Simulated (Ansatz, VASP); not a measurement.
**Cu3N: VASP beside Ansatz**

```
Cu N
1.0
     3.71865    0.00000    0.00000
     0.00000    3.71865    0.00000
     0.00000    0.00000    3.71865
Cu N
3 1
Direct
  0.50000 0.00000 0.00000
  0.00000 0.50000 0.00000
  0.00000 0.00000 0.50000
  0.00000 0.00000 0.00000
```

Alike in both runs: functional LDA; k mesh 8 × 8 × 8; occupations fermi-dirac, width 0.1 eV; no spin polarisation.

Ansatz relaxed the structure, and its values are those at the end. VASP's run is a single point on that final structure, the one shown.

```csv
,VASP,Ansatz
version,VASP 6.6.1,Ansatz 0.2.0
potentials or method,"VASP PAW LDA potentials, release 64 (Cu_sv_GW, N), cutoff 820 eV",PAW plane waves
valence electrons in the cell,62,62
```

```tsv
	VASP	Ansatz	Ansatz less VASP
gap on the k mesh at the Fermi level (eV)	none	none	-
pressure (GPa)	0.0	0.0	+0.01
```

Ansatz warns that its potentials were made for another functional, while VASP's fit it. LDA's correlation is that of Perdew and Zunger in VASP and of Perdew and Wang (1992) in Ansatz. A gap of «none» marks a metal or a gap that the smearing closes.
